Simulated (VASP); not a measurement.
# MgS (lda) (I4/mmm) in VASP: a series of runs, part 3 of 3

VASP 6.6.1.

### 6 Single point, LDA

File INCAR:

```
SYSTEM = MgS
PREC     = Accurate       ! precision mode
ENCUT    = 600            ! plane-wave cutoff, eV
EDIFF    = 1E-6           ! SCF threshold, eV
ISMEAR   = 0              ! smearing method
SIGMA    = 0.01           ! smearing width, eV
LREAL    = .False.        ! projectors in reciprocal space
LASPH    = .True.         ! aspherical terms in the spheres
NELM     = 120            ! most SCF steps
ALGO     = Normal         ! electronic algorithm
ISIF     = 2              ! what is computed and relaxed
LWAVE    = .False.        ! write WAVECAR
LCHARG   = .True.         ! write CHGCAR
LELF     = .True.         ! ELF
LVHAR    = .True.       
NBANDS   = 11             ! bands
GGA_COMPAT= .False.
```

File KPOINTS:

```
regular mesh
0
Gamma
  6 6 6
  0 0 0
```

File POSCAR:

```
MgS
1.0
    0.0000000000      2.5908405861      2.5518083098
    2.5908405861      0.0000000000      2.5518083098
    2.5908405861      2.5908405861      0.0000000000
Mg S
1 1
Direct
    0.0000000000      0.0000000000      0.0000000000
    0.5000000000      0.5000000000      0.5000000000
```

Potentials or basis: VASP PAW LDA potentials, release 64 (Mg, S).

The run is started by

```console
$ cat potpaw_LDA.64/Mg/POTCAR potpaw_LDA.64/S/POTCAR > POTCAR
$ mpirun -np 1 vasp_std > vasp.out
```

OUTCAR:

```text
SYSTEM = MgS
   PREC = Accurate
   ENCUT = 600
   EDIFF = 1E-6
   ISMEAR = 0
   LREAL = .False.
   LASPH = .True.
   NELM = 120
   ISIF = 2

 ion  position               nearest neighbor table
   1  0.000  0.000  0.000-   2 2.55   2 2.55   2 2.59   2 2.59   2 2.59   2 2.59
   2  0.500  0.500  0.500-   1 2.55   1 2.55   1 2.59   1 2.59   1 2.59   1 2.59

  LATTYP: Found a body centered tetragonal cell.
 ALAT       =     3.6640018948
 C/A-ratio  =     1.3929077457

  Lattice vectors:

 A1 = (   0.0000000000,  -2.5908405861,  -2.5518083098)
 A2 = (   0.0000000000,   2.5908405861,  -2.5518083098)
 A3 = (   2.5908405861,   0.0000000000,   2.5518083098)

Analysis of symmetry for initial positions (statically):
=====================================================================
 Subroutine PRICEL returns:
 Original cell was already a primitive cell.

 Routine SETGRP: Setting up the symmetry group for a
 body centered tetragonal supercell.

 Subroutine GETGRP returns: Found 16 space group operations
 (whereof 16 operations were pure point group operations)
 out of a pool of 16 trial point group operations.

The static configuration has the point symmetry D_4h.

Analysis of symmetry for dynamics (positions and initial velocities):
=====================================================================
 Subroutine PRICEL returns:
 Original cell was already a primitive cell.

 Routine SETGRP: Setting up the symmetry group for a
 body centered tetragonal supercell.

 Subroutine GETGRP returns: Found 16 space group operations
 (whereof 16 operations were pure point group operations)
 out of a pool of 16 trial point group operations.

The dynamic configuration has the point symmetry D_4h.

 Subroutine INISYM returns: Found 16 space group operations
 (whereof 16 operations are pure point group operations),
 and found     1 'primitive' translations

----------------------------------------------------------------------------------------

                                     Primitive cell

  volume of cell :      34.2578

  direct lattice vectors                    reciprocal lattice vectors
     0.000000000  2.590840586  2.551808310    -0.192987559  0.192987559  0.195939483
     2.590840586  0.000000000  2.551808310     0.192987559 -0.192987559  0.195939483
     2.590840586  2.590840586  0.000000000     0.192987559  0.192987559 -0.195939483

  length of vectors
     3.636506647  3.636506647  3.664001895     0.335977197  0.335977197  0.335977197

  position of ions in fractional coordinates (direct lattice)
     0.000000000  0.000000000  0.000000000
     0.500000000  0.500000000  0.500000000

  ion indices of the primitive-cell ions
   primitive index   ion index
                 1           1
                 2           2

----------------------------------------------------------------------------------------

 KPOINTS: regular mesh

Automatic generation of k-mesh.
 Grid dimensions read from file:
 generate k-points for:    6    6    6

 Generating k-lattice:

  Cartesian coordinates                     Fractional coordinates (reciprocal lattice)
    -0.032164593  0.032164593  0.032656580     0.166666667  0.000000000  0.000000000
     0.032164593 -0.032164593  0.032656580     0.000000000  0.166666667  0.000000000
     0.032164593  0.032164593 -0.032656580     0.000000000  0.000000000  0.166666667

  Length of vectors
     0.055996199  0.055996199  0.055996199

  Shift w.r.t. Gamma in fractional coordinates (k-lattice)
     0.000000000  0.000000000  0.000000000

 Subroutine IBZKPT returns following result:
 ===========================================

 Found     30 irreducible k-points:

 Following reciprocal coordinates:
            Coordinates               Weight
  0.000000  0.000000  0.000000      1.000000
  0.166667  0.000000  0.000000      8.000000
  0.333333  0.000000  0.000000      8.000000
  0.500000  0.000000  0.000000      4.000000
  0.166667  0.166667  0.000000      2.000000
  0.333333  0.166667  0.000000      8.000000
[... 16 lines left out ...]
  0.333333  0.000000  0.333333      4.000000
  0.500000  0.000000  0.333333     16.000000
 [... further k-points ...]
   k-points           NKPTS =     30   k-points in BZ     NKDIM =     30   number of bands    NBANDS=     11
   number of dos      NEDOS =    301   number of ions     NIONS =      2
   total plane-waves  NPLWV =  27000
   dimension x,y,z NGX =    30 NGY =   30 NGZ =   30
   dimension x,y,z NGXF=    60 NGYF=   60 NGZF=   60
   ions per type =               1   1
   NGX,Y,Z   is equivalent  to a cutoff of  13.71, 13.71, 13.61 a.u.
   NGXF,Y,Z  is equivalent  to a cutoff of  27.43, 27.43, 27.22 a.u.
 SYSTEM =  MgS
   PREC   = accura    normal or accurate (medium, high low for compatibility)
   ISTART =      0    job   : 0-new  1-cont  2-samecut
   ICHARG =      2    charge: 1-file 2-atom 10-const
   ISPIN  =      1    spin polarized calculation?
   LNONCOLLINEAR =      F non collinear calculations
   LSORBIT =      F    spin-orbit coupling
   LASPH  =      T    aspherical Exc in radial PAW
   ENCUT  =  600.0 eV  44.10 Ry    6.64 a.u.   7.26  7.26  7.32*2*pi/ulx,y,z
   NELM   =    120;   NELMIN=  2; NELMDL= -5     # of ELM steps
   EDIFF  = 0.1E-05   stopping-criterion for ELM
   LREAL  =      F    real-space projection
   EDIFFG = 0.1E-04   stopping-criterion for IOM
   NSW    =      0    number of steps for IOM
   IBRION =     -1    ionic relax: 0-MD 1-quasi-New 2-CG
   NFREE  =      0    steps in history (QN), initial steepest desc. (CG)
   ISIF   =      2    stress and relaxation
   ISYM   =      2    0-nonsym 1-usesym 2-fastsym
   POTIM  = 0.5000    time-step for ionic-motion
   TEBEG  =    0.0;   TEEND  =   0.0 temperature during run
   PSTRESS=    0.0 pullay stress
   NELECT =       8.0000    total number of electrons
   NUPDOWN=      -1.0000    fix difference up-down
   EMIN   =  10.00;   EMAX   =-10.00  energy-range for DOS
   EFERMI =   0.00;   METHOD = LEGACY
   ISMEAR =     0;   SIGMA  =   0.01  broadening in eV -4-tet -1-fermi 0-gaus
   EFERMI_NEDOS =   21; number of points for ismear=-14 and -15
   IALGO  =     38    algorithm
   IMIX   =      4    mixing-type and parameters
     AMIX     =   0.40;   BMIX     =  1.00
     AMIX_MAG =   1.60;   BMIX_MAG =  1.00
  volume/ion in A,a.u.               =      17.13       115.59
  Fermi-wavevector in a.u.,A,eV,Ry     =   1.008134  1.905097 13.828071  1.016335
  Thomas-Fermi vector in A             =   2.140982
   LORBIT       =      0    0 simple, 1 ext, 2 COOP (PROOUT), +10 PAW based schemes
   GGA     = CA    functional components
   LHFCALC =     F    Hartree Fock is set to
   AEXX    =    0.0000 exact exchange contribution
   IVDW    =     0    specifies the selected vdW correction
   LEPSILON=     F    determine dielectric tensor
   LRPA    =     F    only Hartree local field effects (RPA)
 non-spin polarized calculation
 Gauss-broadening in eV      SIGMA  =   0.01
  energy-cutoff  :      600.00
  volume of cell :       34.26
 maximum number of plane-waves:      1162
 NGX is ok and might be reduce to    30
   NGX = 15   NGY = 15   NGZ = 15

 number of electron       8.0000000 magnetization

 Free energy of the ion-electron system (eV)
  ---------------------------------------------------
  ext. energy  EPLUGINS =         0.00000000
  ---------------------------------------------------
  free energy    TOTEN  =        -9.58352123 eV

  energy without entropy =       -9.58352123  energy(sigma->0) =       -9.58352123

 E-fermi :   3.9111     XC(G=0): -10.1014

 val. band max:        3.8585675888   @ k =   0.0000   0.0000   0.0000
 cond. band min:       6.3972282154   @ k =   0.5000   0.5000   0.0000
 fundamental gap:      2.5386606266
 Fermi energy:         3.9111001303

 k-point     1 :       0.0000    0.0000    0.0000
  band No.  band energies     occupation
      1      -8.9666      2.00000
      2       3.7889      2.00000
      3       3.8586      2.00000
      4       3.8586      2.00000
      5       7.5468      0.00000
      6      11.6003      0.00000
      7      11.6003      0.00000
      8      11.7600      0.00000
      9      14.0209      0.00000
     10      14.2339      0.00000
     11      16.2542      0.00000
[... 309 lines left out ...]
 k-point    24 :       0.5000    0.0000    0.3333
  band No.  band energies     occupation
      1      -7.2930      2.00000
      2      -0.2630      2.00000
      3       1.3803      2.00000
      4       2.3244      2.00000
      5       7.4015      0.00000
      6       9.3449      0.00000
      7      13.8269      0.00000
      8      14.1145      0.00000
      9      16.6893      0.00000
     10      18.6456      0.00000
     11      19.9305      0.00000

 [... further k-points ...]
[... 5 lines left out ...]
  --------------------------------------------------------------------------------------
  -------------------------------------------------------------------------------------
  Total       -0.4936061     -0.4936061     -0.1244221      0.0000000      0.0000000      0.0000000
  in kB      -23.0850940    -23.0850940     -5.8190057      0.0000000      0.0000000      0.0000000
  external PRESSURE =     -17.3297312 kB  Pullay stress =       0.0000000 kB

 VOLUME and BASIS-vectors are now :
 -----------------------------------------------------------------------------
  energy-cutoff  :      600.00
  volume of cell :       34.26
      direct lattice vectors                 reciprocal lattice vectors
     0.000000000  2.590840586  2.551808310    -0.192987559  0.192987559  0.195939483
     2.590840586  0.000000000  2.551808310     0.192987559 -0.192987559  0.195939483
     2.590840586  2.590840586  0.000000000     0.192987559  0.192987559 -0.195939483

 POSITION                                       TOTAL-FORCE (eV/Angst)
 -----------------------------------------------------------------------------------
      0.00000      0.00000      0.00000        -0.000000      0.000000      0.000000
      2.59084      2.59084      2.55181         0.000000      0.000000      0.000000
 -----------------------------------------------------------------------------------
    total drift:                               -0.000000     -0.000000      0.000000

  FREE ENERGIE OF THE ION-ELECTRON SYSTEM (eV)
  ---------------------------------------------------
  free  energy   TOTEN  =        -9.5835212279 eV

  energy  without entropy=       -9.5835212279  energy(sigma->0) =       -9.58352123
```

Run time: 12 s. Hardware: 1 thread of Intel Xeon 6975P-C, shared host; peak memory 0.15 GiB.

What came out:

```
Free energy            : -9.5835 eV
Pressure               : -1.7 GPa
Band gap on the k mesh : 2.54 eV, indirect (least direct gap 3.69 eV)
```

Stress tensor (GPa, compression positive):
```
-2.31  0.00  0.00
 0.00 -2.31  0.00
 0.00  0.00 -0.58
```

A k mesh can miss the band edges. As with any semilocal functional, this LDA gap is likely too small.

### 7 Summary

```csv
cell,smearing,gap on the mesh (eV),pressure (GPa)
"a = 3.635, b = 3.635, c = 3.664 Å, angles 59.7, 59.7, 60.5°, 2 atoms",gaussian 0.02 eV,2.54,-1.7
"a = 3.637, b = 3.637, c = 3.664 Å, angles 59.8, 59.8, 60.5°, 2 atoms",gaussian 0.02 eV,2.54,-1.7
"a = 3.637, b = 3.637, c = 3.664 Å, angles 59.7, 59.7, 60.5°, 2 atoms",gaussian 0.02 eV,2.54,-1.7
"a = 3.637, b = 3.637, c = 3.664 Å, angles 59.7, 59.7, 60.5°, 2 atoms",gaussian 0.01 eV,2.54,-1.7
```

Alike in all rows: task single point; level LDA; potentials or basis VASP PAW LDA potentials, release 64 (Mg, S); no spin polarisation; k mesh 6 × 6 × 6; cutoff (eV) 600.

Total energies depend on the potentials used, so only differences within one code and one set of settings carry meaning.
